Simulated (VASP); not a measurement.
Set up this calculation in VASP 6.6.1, as the native input.

- Task: relaxation of cell and atoms
- Functional: LDA
- Potentials or basis: VASP PAW LDA potentials, release 64 (Mg_sv, O)
- Cutoff: 840 eV
- k mesh: 8 × 8 × 8
- Occupations: fermi-dirac, width 0.02 eV
- Spin: no spin polarisation
- Dipole correction: no
- Further INCAR settings: ALGO = Normal; EDIFF = 1e-07; IBRION = 2; EDIFFG = -0.005; NSW = 80; ISIF = 3

The structure of MgO lies in POSCAR:

```
MgO
1.0
    2.6598216230      0.0000000000      0.0000000000
    0.0000000000      2.6598216230      0.0000000000
    0.0000000000      0.0000000000      2.6598216230
Mg O
1 1
Direct
    0.0000000000      0.0000000000      0.0000000000
    0.5000000000      0.5000000000      0.5000000000
```

The input as run:

INCAR

```
ALGO = Normal
EDIFF = 1E-7
EDIFFG = -0.005
ENCUT = 840
GGA_COMPAT = F
IBRION = 2
ISIF = 3
ISMEAR = -1
LASPH = T
LCHARG = F
LREAL = F
LWAVE = F
NELM = 120
NELMIN = 4
NSW = 80
PREC = Accurate
SIGMA = 0.02
```

KPOINTS

```
k-points
0
Gamma
  8 8 8
```

Potentials or basis: VASP PAW LDA potentials, release 64 (Mg_sv, O).

Run with:

```sh
$ cat potpaw_LDA.64/Mg_sv/POTCAR potpaw_LDA.64/O/POTCAR > POTCAR
$ mpirun -np 1 vasp_std > vasp.out
```

It gave:

| Quantity | Value |
| --- | --- |
| Relaxed volume | 8.80 Å³/atom |
| Relaxed cell | a = 2.601 Å, b = 2.601 Å, c = 2.601 Å, α = 90.00°, β = 90.00°, γ = 90.00° |
| Space group after relaxing (to 0.1 Å) | Pm-3m (No. 221) |
| Energy gained by relaxing | 19.4 meV/atom |
| Ionic steps | 3 |
| Pressure after relaxing | 0.0 GPa |
| Band gap on the k mesh | 2.83 eV (least direct gap 3.89 eV) |

Caveat: the structure was generated, so it needn't be the stable form of MgO.

Wall time 15 s on 1 thread of Intel(R) Xeon(R) 6975P-C (Granite Rapids), with other jobs on the host, peak memory 0.14 GiB.
